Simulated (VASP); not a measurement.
A run of VASP 6.6.1:

The input INCAR:

```
  PREC = Accurate
  ENCUT = 520
  EDIFF = 1E-6
  ISMEAR = -1
  SIGMA = 0.08
  LREAL = False
  LASPH = True
  NELM = 60
  ALGO = Normal
  ISIF = 2
  LWAVE = False
  LCHARG = False
  GGA = CA
  NBANDS = 18
```

The input KPOINTS:

```
Automatic mesh
0
Gamma
  12 12 12
```

Contents of POSCAR:

```
HfO2
1.0
    0.0000000000      2.5003927591      2.5003927591
    2.5003927591      0.0000000000      2.5003927591
    2.5003927591      2.5003927591      0.0000000000
Hf O
1 2
Direct
    0.0000000000      0.0000000000      0.0000000000
    0.2500000000      0.2500000000      0.2500000000
    0.7500000000      0.7500000000      0.7500000000
```

Potentials or basis: VASP PAW LDA potentials, release 64 (Hf_pv, O).

Launch:

```console
$ cat potpaw_LDA.64/Hf_pv/POTCAR potpaw_LDA.64/O/POTCAR > POTCAR
$ mpirun -np 1 vasp_std > vasp.out
```

Hardware: 1 thread of AMD EPYC 7R13, with other jobs on the host.

Question: Estimate the wall time of this run.

Answer: Run time: 69 s on 1 thread of AMD EPYC 7R13, with other jobs on the host, peak memory 0.14 GiB. Counts: scf iterations 12, k points 72.
